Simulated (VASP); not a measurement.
Runs of VASP 6.6.1 on Tl. The structure is that of space group Im-3m (No. 229), or close to it. The cells are those of the table. 

| cell | further INCAR settings | gap on the mesh (eV) | pressure (GPa) |
| --- | --- | --- | --- |
| a = 3.329 Å, angles 111.1, 108.7, 108.7°, 1 atom | ALGO = Fast; EDIFF = 1e-06; NBANDS = 12 | none | 0.2 |
| a = 3.351 Å, angles 110.0, 109.2, 109.2°, 1 atom | ALGO = Fast; EDIFF = 1e-06; NBANDS = 12 | none | -0.6 |
| a = 3.402 Å, angles 107.6, 110.4, 110.4°, 1 atom | ALGO = Fast; EDIFF = 1e-06; NBANDS = 12 | none | -1.9 |
| a = 3.396 Å, angles 107.9, 110.3, 110.3°, 1 atom | ALGO = Fast; EDIFF = 1e-06; NBANDS = 12 | none | (b) |
| a = 3.340 Å, angles 110.6, 108.9, 108.9°, 1 atom | ALGO = Fast; EDIFF = 1e-06; NBANDS = 12 | none | (a) |
| a = 3.318 Å, angles 111.7, 108.4, 108.4°, 1 atom | ALGO = Fast; EDIFF = 1e-07; NBANDS = 12 | none | 0.6 |
| a = 3.373 Å, angles 108.9, 109.7, 109.7°, 1 atom | ALGO = Fast; EDIFF = 1e-07; NBANDS = 12 | none | (c) |
| a = 3.384 Å, angles 108.4, 110.0, 110.0°, 1 atom | ALGO = Fast; EDIFF = 1e-06; NBANDS = 12 | none | -1.5 |

Alike in all rows: task single point; level PBEsol; potentials or basis VASP PAW PBE potentials, release 64 (Tl_d); no spin polarisation; k mesh 18 × 18 × 18; cutoff (eV) 520; smearing gaussian 0.15 eV.

**Question.** Estimate the missing entries.

**Answer.** (a) -0.2; (b) -1.7; (c) -1.2.

Caveats: the PAW data sets were made with another functional, which shifts forces and pressure a little; spin-orbit coupling is left out, which moves the levels of the heavy elements.

A k mesh can miss the band edges, and the runs leave out spin-orbit coupling on Tl.

A gap of «none» marks levels without a gap at the run's occupations.
